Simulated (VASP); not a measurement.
# HfC (zincblende type) (F-43m) in VASP: further runs, part 2 of 2

VASP 6.6.1. Earlier steps stand in the parts before.

### Step 3. Single point, PBE

File INCAR:

```
SYSTEM = HfC
ALGO = Normal
EDIFF = 1E-6
ENCUT = 520
GGA = PE
ISIF = 2
ISMEAR = -1
LASPH = .True.
LCHARG = .False.
LREAL = .False.
LWAVE = .False.
NBANDS = 14
NELM = 80
PREC = Accurate
SIGMA = 0.1
```

File KPOINTS:

```
k-points
0
Gamma
  14 14 14
  0 0 0
```

File POSCAR:

```
HfC
1.0
    0.0000000000      2.2553032892      2.2553032892
    2.2553032892      0.0000000000      2.2553032892
    2.2553032892      2.2553032892      0.0000000000
Hf C
1 1
Direct
    0.0000000000      0.0000000000      0.0000000000
    0.2500000000      0.2500000000      0.2500000000
```

Potentials or basis: VASP PAW PBE potentials, release 64 (Hf_pv, C).

Run with:

```sh
cat potpaw_PBE.64/Hf_pv/POTCAR potpaw_PBE.64/C/POTCAR > POTCAR
mpirun -np 1 vasp_std > vasp.out
```

OUTCAR:

```text
SYSTEM = HfC
   EDIFF = 1E-6
   ENCUT = 520
   GGA = PE
   ISIF = 2
   ISMEAR = -1
   LASPH = .True.
   LREAL = .False.
   NELM = 80
   PREC = Accurate

 ion  position               nearest neighbor table
   1  0.000  0.000  0.000-   2 1.95   2 1.95   2 1.95   2 1.95
   2  0.250  0.250  0.250-   1 1.95   1 1.95   1 1.95   1 1.95

  LATTYP: Found a face centered cubic cell.
 ALAT       =     4.5106065784

  Lattice vectors:

 A1 = (   0.0000000000,   2.2553032892,   2.2553032892)
 A2 = (   2.2553032892,   0.0000000000,   2.2553032892)
 A3 = (   2.2553032892,   2.2553032892,   0.0000000000)

Analysis of symmetry for initial positions (statically):
=====================================================================
 Subroutine PRICEL returns:
 Original cell was already a primitive cell.

 Routine SETGRP: Setting up the symmetry group for a
 face centered cubic supercell.

 Subroutine GETGRP returns: Found 24 space group operations
 (whereof 24 operations were pure point group operations)
 out of a pool of 48 trial point group operations.

The static configuration has the point symmetry T_d .

Analysis of symmetry for dynamics (positions and initial velocities):
=====================================================================
 Subroutine PRICEL returns:
 Original cell was already a primitive cell.

 Routine SETGRP: Setting up the symmetry group for a
 face centered cubic supercell.

 Subroutine GETGRP returns: Found 24 space group operations
 (whereof 24 operations were pure point group operations)
 out of a pool of 48 trial point group operations.

The dynamic configuration has the point symmetry T_d .

 Subroutine INISYM returns: Found 24 space group operations
 (whereof 24 operations are pure point group operations),
 and found     1 'primitive' translations

----------------------------------------------------------------------------------------

                                     Primitive cell
[... 119 lines left out ...]
   IVDW    =     0    specifies the selected vdW correction
   LEPSILON=     F    determine dielectric tensor
   LRPA    =     F    only Hartree local field effects (RPA)
 non-spin polarized calculation
  energy-cutoff  :      520.00
  volume of cell :       22.94
 maximum number of plane-waves:       636
   NGX = 11   NGY = 11   NGZ = 11

 number of electron      13.9999999 magnetization

 Free energy of the ion-electron system (eV)
  ---------------------------------------------------
  ext. energy  EPLUGINS =         0.00000000
  ---------------------------------------------------
  free energy    TOTEN  =       -17.65235650 eV

  energy without entropy =      -17.64279067  energy(sigma->0) =      -17.64757358

 E-fermi :   6.4635     XC(G=0): -12.4240

 val. band max:        6.4580663786   @ k =   0.5000   0.5000   0.0000
 cond. band min:       6.5338805179   @ k =  -0.3571   0.4286   0.0714
 fundamental gap:      0.0758141393
 Fermi energy:         6.4635244671

 k-point     1 :       0.0000    0.0000    0.0000
  band No.  band energies     occupation
      1     -22.2545      2.00000
      2     -22.2545      2.00000
      3     -22.2545      2.00000
      4      -5.8800      2.00000
      5       2.6492      2.00000
      6       2.6492      2.00000
      7       2.6492      2.00000
      8      10.6734      0.00000
      9      10.6734      0.00000
     10      10.8812      0.00000
     11      17.4356      0.00000
     12      17.4356      0.00000
     13      17.4356      0.00000
     14      21.4945      0.00000
[... 377 lines left out ...]
      1     -22.8439      2.00000
      2     -22.4128      2.00000
      3     -22.4029      2.00000
      4      -4.1888      2.00000
      5       1.6046      2.00000
      6       3.5780      2.00000
      7       3.6986      2.00000
      8       8.4246      0.00000
      9      11.3518      0.00000
     10      13.2925      0.00000
     11      17.6070      0.00000
     12      18.0195      0.00000
     13      18.8632      0.00000
     14      20.1981      0.00000

 [... further k-points ...]

------------------------ aborting loop because EDIFF is reached ----------------------------------------

  FORCE on cell =-STRESS in cart. coord.  units (eV):
  Direction    XX          YY          ZZ          XY          YZ          ZX
  --------------------------------------------------------------------------------------
  -------------------------------------------------------------------------------------
  Total       13.7340308     13.7340308     13.7340308     -0.0000000     -0.0000000      0.0000000
  in kB      959.0996767    959.0996767    959.0996767     -0.0000000     -0.0000000      0.0000000
  external PRESSURE =     959.0996767 kB  Pullay stress =       0.0000000 kB

 VOLUME and BASIS-vectors are now :
 -----------------------------------------------------------------------------
  energy-cutoff  :      520.00
  volume of cell :       22.94
      direct lattice vectors                 reciprocal lattice vectors
     0.000000000  2.255303289  2.255303289    -0.221699672  0.221699672  0.221699672
     2.255303289  0.000000000  2.255303289     0.221699672 -0.221699672  0.221699672
     2.255303289  2.255303289  0.000000000     0.221699672  0.221699672 -0.221699672

 POSITION                                       TOTAL-FORCE (eV/Angst)
 -----------------------------------------------------------------------------------
      0.00000      0.00000      0.00000        -0.000000     -0.000000     -0.000000
      1.12765      1.12765      1.12765         0.000000      0.000000      0.000000
 -----------------------------------------------------------------------------------
    total drift:                               -0.000000     -0.000000     -0.000000

  FREE ENERGIE OF THE ION-ELECTRON SYSTEM (eV)
  ---------------------------------------------------
  free  energy   TOTEN  =       -17.6523564984 eV

  energy  without entropy=      -17.6427906676  energy(sigma->0) =      -17.64757358
```

OSZICAR:

```text
N       E                     dE             d eps       ncg     rms          rms(c)
DAV:   1     0.332840818045E+02    0.33284E+02   -0.75301E+03  2920   0.969E+02
DAV:   2    -0.205793416625E+02   -0.53863E+02   -0.50739E+02  3740   0.216E+02
DAV:   3    -0.222157673750E+02   -0.16364E+01   -0.16321E+01  3542   0.288E+01
DAV:   4    -0.222229077206E+02   -0.71403E-02   -0.71398E-02  3452   0.238E+00
DAV:   5    -0.222229578989E+02   -0.50178E-04   -0.50179E-04  3522   0.174E-01    0.860E+01
DAV:   6    -0.176187496138E+02    0.46042E+01   -0.12253E+01  3104   0.227E+01    0.516E+01
DAV:   7    -0.176595395121E+02   -0.40790E-01   -0.70861E-01  3872   0.581E+00    0.231E+01
DAV:   8    -0.176547054747E+02    0.48340E-02   -0.37073E-02  3188   0.130E+00    0.295E+00
DAV:   9    -0.176525209476E+02    0.21845E-02   -0.13506E-02  3500   0.644E-01    0.739E-01
DAV:  10    -0.176523468799E+02    0.17407E-03   -0.92781E-04  3494   0.184E-01    0.204E-01
DAV:  11    -0.176523580782E+02   -0.11198E-04   -0.42570E-05  3638   0.533E-02    0.483E-02
DAV:  12    -0.176523570336E+02    0.10446E-05   -0.11114E-06  2350   0.828E-03    0.265E-02
DAV:  13    -0.176523564984E+02    0.53522E-06   -0.20357E-06  2888   0.960E-03
   1 F= -.17652356E+02 E0= -.17647574E+02  d E =-.956583E-02
```

Wall time 34 s (1 thread of Intel Xeon 8259CL, shared host); peak memory 0.16 GiB.

Results:

```
Free energy            : -17.6524 eV
Pressure               : 95.9 GPa
Band gap on the k mesh : 0.08 eV (least direct gap 0.43 eV)
```

Levels at points of the mesh, in eV from the valence-band top:
| k point | band 4 | band 5 | band 6 | band 7 | band 8 | band 9 | band 10 | band 11 |
| --- | --- | --- | --- | --- | --- | --- | --- | --- |
| (0.00, 0.00, 0.00) | -12.34 | -3.81 | -3.81 | -3.81 | 4.22 | 4.22 | 4.42 | 10.98 |
| (0.50, 0.00, 0.00) | -9.98 | -3.20 | -2.94 | -2.94 | 4.88 | 5.46 | 5.46 | 7.74 |
| (0.50, 0.50, 0.00) | -8.98 | -6.11 | 0.00 | 0.00 | 0.47 | 6.00 | 6.92 | 7.63 |

Caveat: the cell stands under pressure; spin-orbit coupling is left out, which moves the levels of the heavy elements. A k mesh can miss the band edges.
